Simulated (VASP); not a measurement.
# TaN (I4/mmm) in VASP: notebook

TaN is run at these levels: PBE; tasks: single point.

Program: VASP 6.6.1. These are calculated values, not measurements. Logs are shortened: lines on timing, memory, paths and dates and some standing lists are left out, and cuts for length are marked.

## Step 1: The cell of the first run

Symmetry: I4/mmm, No. 139, tetragonal system. The conventional cell has a = 3.236 Å, b = 3.236 Å, c = 4.140 Å, α = 90.00°, β = 90.00°, γ = 90.00°. Ta (site symmetry 4/mmm) has 6 N at 2.07 to 2.29 Å within 2.7 Å. N (site symmetry 4/mmm) has 6 Ta at 2.07 to 2.29 Å within 2.7 Å.

## Step 2: Single point, PBE (strain +0.050 along x and y, -0.050 along z)

INCAR reads:

```
SYSTEM = TaN
PREC = Accurate
ENCUT = 520
EDIFF = 1E-6
ISMEAR = 0
SIGMA = 0.15
LREAL = .False.
LASPH = .True.
NELM = 80
ALGO = Normal
ISIF = 2
LWAVE = .False.
LCHARG = .False.
GGA = PE
NBANDS = 15
```

KPOINTS reads:

```
Automatic mesh
0
Gamma
  18 18 18
  0 0 0
```

POSCAR reads:

```
TaN
1.0
    0.0000000000      2.2879500000      2.0700500000
    2.2879500000      0.0000000000      2.0700500000
    2.2879500000      2.2879500000      0.0000000000
Ta N
1 1
Direct
    0.5000000000      0.5000000000      0.5000000000
    0.0000000000      0.0000000000      0.0000000000
```

Potentials or basis: VASP PAW PBE potentials, release 64 (Ta_pv, N).

Launch:

```console
> cat potpaw_PBE.64/Ta_pv/POTCAR potpaw_PBE.64/N/POTCAR > POTCAR
> mpirun -np 1 vasp_std > vasp.out
```

OUTCAR:

```text
SYSTEM = TaN
   PREC = Accurate
   ENCUT = 520
   EDIFF = 1E-6
   ISMEAR = 0
   LREAL = .False.
   LASPH = .True.
   NELM = 80
   ISIF = 2
   GGA = PE

 ion  position               nearest neighbor table
   1  0.500  0.500  0.500-   2 2.07   2 2.07   2 2.29   2 2.29   2 2.29   2 2.29
   2  0.000  0.000  0.000-   1 2.07   1 2.07   1 2.29   1 2.29   1 2.29   1 2.29

  LATTYP: Found a body centered tetragonal cell.
 ALAT       =     3.2356499200
 C/A-ratio  =     1.2795265564

  Lattice vectors:

 A1 = (   0.0000000000,  -2.2879500000,  -2.0700500000)
 A2 = (   0.0000000000,   2.2879500000,  -2.0700500000)
 A3 = (   2.2879500000,   0.0000000000,   2.0700500000)

Analysis of symmetry for initial positions (statically):
=====================================================================
 Subroutine PRICEL returns:
 Original cell was already a primitive cell.

 Routine SETGRP: Setting up the symmetry group for a
 body centered tetragonal supercell.

 Subroutine GETGRP returns: Found 16 space group operations
 (whereof 16 operations were pure point group operations)
 out of a pool of 16 trial point group operations.

The static configuration has the point symmetry D_4h.

Analysis of symmetry for dynamics (positions and initial velocities):
=====================================================================
 Subroutine PRICEL returns:
 Original cell was already a primitive cell.

 Routine SETGRP: Setting up the symmetry group for a
 body centered tetragonal supercell.

 Subroutine GETGRP returns: Found 16 space group operations
 (whereof 16 operations were pure point group operations)
 out of a pool of 16 trial point group operations.

The dynamic configuration has the point symmetry D_4h.

 Subroutine INISYM returns: Found 16 space group operations
 (whereof 16 operations are pure point group operations),
 and found     1 'primitive' translations

----------------------------------------------------------------------------------------

                                     Primitive cell

  volume of cell :      21.6722

  direct lattice vectors                    reciprocal lattice vectors
     0.000000000  2.287950000  2.070050000    -0.218536244  0.218536244  0.241540059
     2.287950000  0.000000000  2.070050000     0.218536244 -0.218536244  0.241540059
     2.287950000  2.287950000  0.000000000     0.218536244  0.218536244 -0.241540059

  length of vectors
     3.085420912  3.085420912  3.235649920     0.392247091  0.392247091  0.392247091

  position of ions in fractional coordinates (direct lattice)
     0.500000000  0.500000000  0.500000000
     0.000000000  0.000000000  0.000000000

  ion indices of the primitive-cell ions
   primitive index   ion index
                 1           1
                 2           2

----------------------------------------------------------------------------------------

 KPOINTS: Automatic mesh

Automatic generation of k-mesh.
 Grid dimensions read from file:
 generate k-points for:   18   18   18

 Generating k-lattice:

  Cartesian coordinates                     Fractional coordinates (reciprocal lattice)
    -0.012140902  0.012140902  0.013418892     0.055555556  0.000000000  0.000000000
     0.012140902 -0.012140902  0.013418892     0.000000000  0.055555556  0.000000000
     0.012140902  0.012140902 -0.013418892     0.000000000  0.000000000  0.055555556

  Length of vectors
     0.021791505  0.021791505  0.021791505

  Shift w.r.t. Gamma in fractional coordinates (k-lattice)
     0.000000000  0.000000000  0.000000000

 Subroutine IBZKPT returns following result:
 ===========================================

 Found    480 irreducible k-points:

 Following reciprocal coordinates:
            Coordinates               Weight
  0.000000  0.000000  0.000000      1.000000
  0.055556  0.000000  0.000000      8.000000
  0.111111  0.000000  0.000000      8.000000
  0.166667  0.000000  0.000000      8.000000
  0.222222  0.000000  0.000000      8.000000
  0.277778  0.000000  0.000000      8.000000
[... 16 lines left out ...]
 -0.277778  0.055556  0.000000      8.000000
 -0.222222  0.055556  0.000000      8.000000
 [... further k-points ...]
   k-points           NKPTS =    480   k-points in BZ     NKDIM =    480   number of bands    NBANDS=     15
   number of dos      NEDOS =    301   number of ions     NIONS =      2
   total plane-waves  NPLWV =  13824
   dimension x,y,z NGX =    24 NGY =   24 NGZ =   24
   dimension x,y,z NGXF=    48 NGYF=   48 NGZF=   48
   ions per type =               1   1
   NGX,Y,Z   is equivalent  to a cutoff of  12.93, 12.93, 12.33 a.u.
   NGXF,Y,Z  is equivalent  to a cutoff of  25.86, 25.86, 24.66 a.u.
 SYSTEM =  TaN
   PREC   = accura    normal or accurate (medium, high low for compatibility)
   ISTART =      0    job   : 0-new  1-cont  2-samecut
   ICHARG =      2    charge: 1-file 2-atom 10-const
   ISPIN  =      1    spin polarized calculation?
   LNONCOLLINEAR =      F non collinear calculations
   LSORBIT =      F    spin-orbit coupling
   LASPH  =      T    aspherical Exc in radial PAW
   ENCUT  =  520.0 eV  38.22 Ry    6.18 a.u.   5.74  5.74  6.02*2*pi/ulx,y,z
   NELM   =     80;   NELMIN=  2; NELMDL= -5     # of ELM steps
   EDIFF  = 0.1E-05   stopping-criterion for ELM
   LREAL  =      F    real-space projection
   EDIFFG = 0.1E-04   stopping-criterion for IOM
   NSW    =      0    number of steps for IOM
   IBRION =     -1    ionic relax: 0-MD 1-quasi-New 2-CG
   NFREE  =      0    steps in history (QN), initial steepest desc. (CG)
   ISIF   =      2    stress and relaxation
   ISYM   =      2    0-nonsym 1-usesym 2-fastsym
   POTIM  = 0.5000    time-step for ionic-motion
   TEBEG  =    0.0;   TEEND  =   0.0 temperature during run
   PSTRESS=    0.0 pullay stress
   NELECT =      16.0000    total number of electrons
   NUPDOWN=      -1.0000    fix difference up-down
   EMIN   =  10.00;   EMAX   =-10.00  energy-range for DOS
   EFERMI =   0.00;   METHOD = LEGACY
   ISMEAR =     0;   SIGMA  =   0.15  broadening in eV -4-tet -1-fermi 0-gaus
   EFERMI_NEDOS =   21; number of points for ismear=-14 and -15
   IALGO  =     38    algorithm
   IMIX   =      4    mixing-type and parameters
     AMIX     =   0.40;   BMIX     =  1.00
     AMIX_MAG =   1.60;   BMIX_MAG =  1.00
  volume/ion in A,a.u.               =      10.84        73.13
  Fermi-wavevector in a.u.,A,eV,Ry     =   1.479609  2.796055 29.786442  2.189242
  Thomas-Fermi vector in A             =   2.593745
   LORBIT       =      0    0 simple, 1 ext, 2 COOP (PROOUT), +10 PAW based schemes
   GGA     = PE    functional components
   LHFCALC =     F    Hartree Fock is set to
   AEXX    =    0.0000 exact exchange contribution
   IVDW    =     0    specifies the selected vdW correction
   LEPSILON=     F    determine dielectric tensor
   LRPA    =     F    only Hartree local field effects (RPA)
 non-spin polarized calculation
 Gauss-broadening in eV      SIGMA  =   0.15
  energy-cutoff  :      520.00
  volume of cell :       21.67
 maximum number of plane-waves:       595
   NGX = 11   NGY = 11   NGZ = 13

 number of electron      16.0000003 magnetization

 Free energy of the ion-electron system (eV)
  ---------------------------------------------------
  ext. energy  EPLUGINS =         0.00000000
  ---------------------------------------------------
  free energy    TOTEN  =       -21.55894718 eV

  energy without entropy =      -21.54911885  energy(sigma->0) =      -21.55403301

 E-fermi :   9.2943     XC(G=0): -13.3149

 val. band max:        9.2786825935   @ k =  -0.2222   0.1111   0.0556
 cond. band min:       9.2946916605   @ k =  -0.1667   0.0000   0.1667
 fundamental gap:      0.0160090669
 Fermi energy:         9.2943114154

 k-point     1 :       0.0000    0.0000    0.0000
  band No.  band energies     occupation
      1     -26.4485      2.00000
      2     -26.4485      2.00000
      3     -26.4222      2.00000
      4      -9.4281      2.00000
      5       5.3938      2.00000
      6       5.3938      2.00000
      7       5.8922      2.00000
      8       6.9711      2.00000
      9       6.9711      2.00000
     10       8.0991      2.00000
     11       8.4650      2.00000
     12       8.7124      2.00000
     13      12.5407      0.00000
     14      18.8464      0.00000
     15      21.7268      0.00000

 k-point     2 :       0.0556    0.0000    0.0000
  band No.  band energies     occupation
      1     -26.4685      2.00000
      2     -26.4527      2.00000
      3     -26.4292      2.00000
      4      -9.3536      2.00000
      5       4.9952      2.00000
      6       5.0996      2.00000
      7       5.5806      2.00000
      8       7.1460      2.00000
      9       7.1908      2.00000
     10       8.1544      2.00000
     11       8.8131      1.99999
     12       9.0003      1.99443
     13      12.7855      0.00000
     14      19.0745      0.00000
     15      21.7267      0.00000

 k-point     3 :       0.1111    0.0000    0.0000
  band No.  band energies     occupation
      1     -26.5404      2.00000
      2     -26.4647      2.00000
      3     -26.4343      2.00000
      4      -9.1365      2.00000
      5       4.1548      2.00000
      6       4.4953      2.00000
      7       4.9321      2.00000
      8       7.5181      2.00000
      9       7.5592      2.00000
     10       8.2782      2.00000
     11       9.6383      0.00118
     12       9.7307      0.00004
     13      13.4370      0.00000
     14      19.7124      0.00000
     15      21.7264      0.00000

 k-point     4 :       0.1667    0.0000    0.0000
  band No.  band energies     occupation
      1     -26.6527      2.00000
      2     -26.4831      2.00000
      3     -26.4376      2.00000
      4      -8.7946      2.00000
      5       3.1918      2.00000
      6       3.8457      2.00000
      7       4.2014      2.00000
      8       7.9543      2.00000
      9       8.0161      2.00000
     10       8.4963      2.00000
     11      10.6387      0.00000
     12      10.6874      0.00000
     13      14.3249      0.00000
     14      20.6023      0.00000
     15      21.7259      0.00000
[... 307 lines left out ...]
 k-point    22 :      -0.3333    0.0556    0.0000
  band No.  band energies     occupation
      1     -27.0715      2.00000
      2     -26.5520      2.00000
      3     -26.4778      2.00000
      4      -7.3284      2.00000
      5       0.2844      2.00000
      6       2.1973      2.00000
      7       2.6425      2.00000
      8       9.3904      0.36474
      9       9.9693      0.00000
     10      10.5089      0.00000
     11      13.8612      0.00000
     12      14.4867      0.00000
     13      16.0099      0.00000
     14      20.5774      0.00000
     15      21.7409      0.00000

 k-point    23 :      -0.2778    0.0556    0.0000
  band No.  band energies     occupation
      1     -26.9494      2.00000
      2     -26.5287      2.00000
      3     -26.4764      2.00000
      4      -7.8131      2.00000
      5       1.0119      2.00000
      6       2.5488      2.00000
      7       3.1694      2.00000
      8       8.7512      2.00000
      9       9.1645      1.77915
     10      10.1037      0.00000
     11      13.2488      0.00000
     12      13.5928      0.00000
     13      15.3643      0.00000
     14      21.0974      0.00000
     15      21.7439      0.00000

 k-point    24 :      -0.2222    0.0556    0.0000
  band No.  band energies     occupation
      1     -26.8136      2.00000
      2     -26.5046      2.00000
      3     -26.4725      2.00000
      4      -8.2901      2.00000
      5       1.8324      2.00000
      6       3.0059      2.00000
      7       3.7778      2.00000
      8       8.2545      2.00000
      9       8.4308      2.00000
     10       9.6387      0.00116
     11      12.3527      0.00000
     12      12.5847      0.00000
     13      14.5487      0.00000
     14      21.5076      0.00000
     15      21.7413      0.00000

 [... further k-points ...]
[... 5 lines left out ...]
  --------------------------------------------------------------------------------------
  -------------------------------------------------------------------------------------
  Total       -1.7763374     -1.7763374      6.6312097      0.0000000      0.0000000     -0.0000000
  in kB     -131.3203901   -131.3203901    490.2295169      0.0000000      0.0000000     -0.0000000
  external PRESSURE =      75.8629122 kB  Pullay stress =       0.0000000 kB

 VOLUME and BASIS-vectors are now :
 -----------------------------------------------------------------------------
  energy-cutoff  :      520.00
  volume of cell :       21.67
      direct lattice vectors                 reciprocal lattice vectors
     0.000000000  2.287950000  2.070050000    -0.218536244  0.218536244  0.241540059
     2.287950000  0.000000000  2.070050000     0.218536244 -0.218536244  0.241540059
     2.287950000  2.287950000  0.000000000     0.218536244  0.218536244 -0.241540059

 POSITION                                       TOTAL-FORCE (eV/Angst)
 -----------------------------------------------------------------------------------
      2.28795      2.28795      2.07005        -0.000000      0.000000      0.000000
      0.00000      0.00000      0.00000         0.000000     -0.000000      0.000000
 -----------------------------------------------------------------------------------
    total drift:                                0.000000     -0.000000      0.000000

  FREE ENERGIE OF THE ION-ELECTRON SYSTEM (eV)
  ---------------------------------------------------
  free  energy   TOTEN  =       -21.5589471751 eV

  energy  without entropy=      -21.5491188520  energy(sigma->0) =      -21.55403301
```

It took 2.7 min on 1 thread of AMD EPYC 7R13 (Zen 3), shared host; peak memory 0.24 GiB.

Results:

```yaml
Free_energy: -21.5589 eV
Pressure: 7.6 GPa
Band_gap_on_the_k_mesh: zero (band 8 reaches 10.83 eV, above the bottom of band 9 at 6.97 eV)
```

Caveat: the cell differs from its parent crystal (strain +0.050 along x and y, -0.050 along z); spin-orbit coupling is left out, which moves the levels of the heavy elements.

(Part 1 of 2 ends here.)
